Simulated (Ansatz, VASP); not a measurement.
**HfTi2Si2: VASP beside Ansatz**

Contents of INCAR:

```
SYSTEM = HfTi2Si2
PREC = Accurate
ENCUT = 520
EDIFF = 1E-7
ISMEAR = 0
SIGMA = 0.1
LREAL = .False.
LASPH = .True.
NELM = 150
ALGO = Normal
ISIF = 2
LWAVE = .False.
LCHARG = .False.
ISPIN = 2
MAGMOM = 0 1 1 0 0
LORBIT = 11
LMAXMIX = 4
GGA = PE
NBANDS = 33
```

KPOINTS

```
Automatic mesh
0
Gamma
  6 6 4
  0 0 0
```

The input POSCAR:

```
HfTi2Si2
1.0
    3.9160869680      0.0000000000      0.0000000000
   -1.9580434840      3.3914307977      0.0000000000
    0.0000000000      0.0000000000      6.9037609179
Hf Ti Si
1 2 2
Direct
    0.0000000000      0.0000000000      0.0000000000
    0.6666666667      0.3333333333      0.3699618459
    0.3333333333      0.6666666667      0.6300381541
    0.3333333333      0.6666666667      0.2179200997
    0.6666666667      0.3333333333      0.7820799003
```

Input for Ansatz:

```yaml
crystal:
  lattice:
    - [3.916086968, 0.0, 0.0]
    - [-1.958043484, 3.3914307977, 0.0]
    - [0.0, 0.0, 6.9037609179]
  atoms:
    - { symbol: Hf, position: [0.0, 0.0, 0.0] }
    - { symbol: Ti, position: [0.6666666667, 0.3333333333, 0.3699618459], spin: 1.0 }
    - { symbol: Ti, position: [0.3333333333, 0.6666666667, 0.6300381541], spin: 1.0 }
    - { symbol: Si, position: [0.3333333333, 0.6666666667, 0.2179200997] }
    - { symbol: Si, position: [0.6666666667, 0.3333333333, 0.7820799003] }
basis:
  ecutwfc: 420
kpoints:
  mp_grid: { grid: [6, 6, 4] }
hamiltonian:
  xc: pbe
scf:
  occupations: { method: gaussian, width: 0.1 }
  lower_state_search: "off"
output:
  forces: true
  stress: true
  eigenvalues: true
  populations: true
magnetization:
  spin_polarized: true
```

Change from the starting cell: species swapped into the Li2MnO2 type (P-3m1, No. 164).

Alike in both runs: task single point; functional PBE; k mesh 6 × 6 × 4; occupations gaussian, width 0.1 eV; collinear spin.

```csv
,VASP,Ansatz
version,VASP 6.6.1,Ansatz 0.2.0
potentials or method,"VASP PAW PBE potentials, release 64 (Hf_pv, Ti_sv, Si), cutoff 520 eV","scalar-relativistic, plane waves, PAW"
valence electrons in the cell,42,58
```

|  | VASP | Ansatz | Ansatz less VASP |
| --- | --- | --- | --- |
| gap on the k mesh at the Fermi level (eV) | none | none | - |
| pressure (GPa) | -0.4 | -0.3 | +0.07 |
| rms of the force components (eV/Å) | 0.014 | 0.016 | +0.0012 |
| net moment per atom (μB) | 0.00 | 0.00 | 0.000 |

Atom by atom the forces differ by 0.003 eV/Å (rms over components). A gap of «none» marks a metal or a gap that the smearing closes. VASP's potentials hold 42 valence electrons a cell and Ansatz's 58, so a difference there can come from the potentials and not from the codes. Ansatz's warnings: seeded moment not kept.

Spin-orbit coupling is off throughout.
